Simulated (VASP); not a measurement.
The system is Ir.

```
CELL_PARAMETERS angstrom
2.78758 0.00000 0.00000
-1.39379 2.41412 0.00000
0.00000 0.00000 4.52101
ATOMIC_POSITIONS crystal
Ir 0.33333 0.66667 0.25000
Ir 0.66667 0.33333 0.75000
```

Base run:

* Program: VASP 6.6.1
* Functional: LDA
* Potentials or basis: VASP PAW LDA potentials, release 64 (Ir)
* Cutoff: 520 eV
* k mesh: 11 × 11 × 6
* Occupations: fermi-dirac, width 0.05 eV
* Spin: no spin polarisation

Its results: band gap on the k mesh zero (band 9 reaches 10.02 eV, above the bottom of band 10 at 7.15 eV); pressure -26.9 GPa.

The run is repeated on the same cell with these changes: potentials or basis from VASP PAW LDA potentials, release 64 (Ir) to VASP PAW LDA potentials, release 64 (Ir_sv_GW); cutoff from 520 eV to 500 eV; further incar settings from ALGO = Normal; EDIFF = 1e-06; NBANDS = 16 to ALGO = Normal; EDIFF = 1e-06; NBANDS = 24; valence electrons from 18 to 34. What comes out?

Band gap on the k mesh zero (band 17 reaches 12.24 eV, above the bottom of band 18 at 9.36 eV); pressure -30.4 GPa.

Caveats: spin-orbit coupling is left out, which moves the levels of the heavy elements.
